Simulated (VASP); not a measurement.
# CaHf3: single point with PBE

Crystal: CaHf3.

```
Ca Hf
1.0
     4.60878    0.00000    0.00000
     0.00000    4.60878    0.00000
     0.00000    0.00000    4.60878
Ca Hf
1 3
Cartesian
  0.0000 0.0000 0.0000
  0.0000 2.3044 2.3044
  2.3044 0.0000 2.3044
  2.3044 2.3044 0.0000
```

The cell was generated, and may not be a known phase.

```
Program                : VASP 6.6.1
Task                   : single point
Functional             : PBE
Potentials or basis    : VASP PAW PBE potentials, release 64 (Ca_sv, Hf_pv)
Cutoff                 : 520 eV
k mesh                 : 10 × 10 × 10
Occupations            : gaussian, width 0.1 eV
Spin                   : no spin polarisation
Dipole correction      : no
Further INCAR settings : ALGO = Fast; EDIFF = 1e-06; NBANDS = 28
```

The pressure is -0.2 GPa. The band gap on the k mesh is zero (bands 20 and 21 overlap by 0.85 eV).

Levels at points of the mesh, in eV from the Fermi level:
```csv
k point,band 17,band 18,band 19,band 20,band 21,band 22,band 23,band 24
"(0.00, 0.00, 0.00)",-2.49,-1.47,-1.47,-1.47,1.84,1.84,1.84,2.33
"(0.50, 0.00, 0.00)",-0.97,-0.64,-0.27,-0.27,0.14,0.14,0.38,1.32
"(0.50, 0.50, 0.00)",-1.62,-0.37,-0.12,0.00,0.00,0.30,0.30,0.63
"(0.50, 0.50, 0.50)",-2.32,0.35,0.62,0.62,0.62,1.00,1.00,1.00
```

Run time: 9.3 min on 1 thread of Oxide Virtual Turin-like Processor, with other jobs on the host, peak memory 0.27 GiB.

Caveat: spin-orbit coupling is left out, which moves the levels of the heavy elements.
